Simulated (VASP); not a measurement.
Si2Ni:

```
Si Ni
1.0
     0.00000    2.69316    2.69316
     2.69316    0.00000    2.69316
     2.69316    2.69316    0.00000
Si Ni
2 1
Direct
  0.25000 0.25000 0.25000
  0.75000 0.75000 0.75000
  0.00000 0.00000 0.00000
```

| Quantity | Value |
| --- | --- |
| Program | VASP 6.6.1 |
| Task | relaxation of cell and atoms |
| Functional | PBE |
| Potentials or basis | VASP PAW PBE potentials, release 64 (Si, Ni) |
| Cutoff | 600 eV |
| k mesh | 6 × 6 × 6 |
| Occupations | gaussian, width 0.1 eV |
| Spin | no spin polarisation |

At the start: pressure 5.6 GPa; volume 13.02 Å³/atom.

Q: How do energy, volume and symmetry change on relaxing?

A: Over 3 steps the energy falls by 8.0 meV/atom and the volume is 13.49 Å³/atom (+3.6 %); space group Fm-3m (No. 225, to 0.05 Å).

The path:
| step | energy change (eV) | largest force (eV/Å) | pressure (GPa) | volume (Å³) |
| --- | --- | --- | --- | --- |
| 1 | 0.0000 | 0.0000 | 5.64 | 39.07 |
| 2 | -0.0074 | 0.0000 | -4.21 | 41.72 |
| 3 | -0.0241 | 0.0000 | 0.18 | 40.48 |

Final structure:
```cif
data_structure
_symmetry_space_group_name_H-M 'P 1'
_symmetry_Int_Tables_number 1
_cell_length_a 3.8542
_cell_length_b 3.8542
_cell_length_c 3.8542
_cell_angle_alpha 60.000
_cell_angle_beta 60.000
_cell_angle_gamma 60.000
_cell_volume 40.48
loop_
_atom_site_label
_atom_site_type_symbol
_atom_site_fract_x
_atom_site_fract_y
_atom_site_fract_z
_atom_site_occupancy
Si1 Si 0.25000 0.25000 0.25000 1
Si2 Si 0.75000 0.75000 0.75000 1
Ni1 Ni 0.00000 0.00000 0.00000 1
```
